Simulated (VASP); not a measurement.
A run of VASP 6.6.1 is set up as follows.

Contents of INCAR:

```
PREC = Accurate
ENCUT = 600
EDIFF = 1E-6
ISMEAR = 0
SIGMA = 0.1
LREAL = False
LASPH = True
NELM = 80
ALGO = Normal
ISIF = 3
LWAVE = False
LCHARG = False
GGA = PE
IBRION = 2
NSW = 90
EDIFFG = -0.04
```

Contents of KPOINTS:

```
regular mesh
0
Gamma
  3 3 4
```

POSCAR

```
Ge3Te2S
1.0
    6.7252263200      0.0000000000      0.0000000000
   -3.3626131600      5.8242168400      0.0000000000
    0.0000000000      0.0000000000      4.5627229300
Ge Te S
3 2 1
Direct
    0.5000000000      0.0000000000      0.5000000000
    0.0000000000      0.5000000000      0.5000000000
    0.5000000000      0.5000000000      0.5000000000
    0.3333333300      0.6666666700      0.5000000000
    0.6666666700      0.3333333300      0.5000000000
    0.0000000000      0.0000000000      0.5000000000
```

Potentials or basis: VASP PAW PBE potentials, release 64 (Ge_d, Te, S).

The run is started by

```sh
$ cat potpaw_PBE.64/Ge_d/POTCAR potpaw_PBE.64/Te/POTCAR potpaw_PBE.64/S/POTCAR > POTCAR
$ mpirun -np 1 vasp_std > vasp.out
```

Problem. What does it give for the relaxed cell?

Solution. a = 9.784 Å, b = 9.784 Å, c = 2.860 Å, α = 90.00°, β = 90.00°, γ = 120.00°.

Problem. Predict the space group after relaxing (to 0.1 Å).

Solution. P6/mmm (No. 191).

Problem. What does it give for the band gap on the k mesh?

Solution. Zero (bands 30 and 31 overlap by 0.15 eV).

Final structure:
```xyz
6
Lattice="9.7835 0.0000 0.0000 -4.8918 8.4728 0.0000 0.0000 0.0000 2.8602" Properties=species:S:1:pos:R:3 pbc="T T T"
Ge    4.8918    0.0000    1.4301
Ge   -2.4459    4.2364    1.4301
Ge    2.4459    4.2364    1.4301
Te    0.0000    5.6485    1.4301
Te    4.8918    2.8243    1.4301
S     0.0000    0.0000    1.4301
```

Caveat: spin-orbit coupling is left out, which moves the levels of the heavy elements.
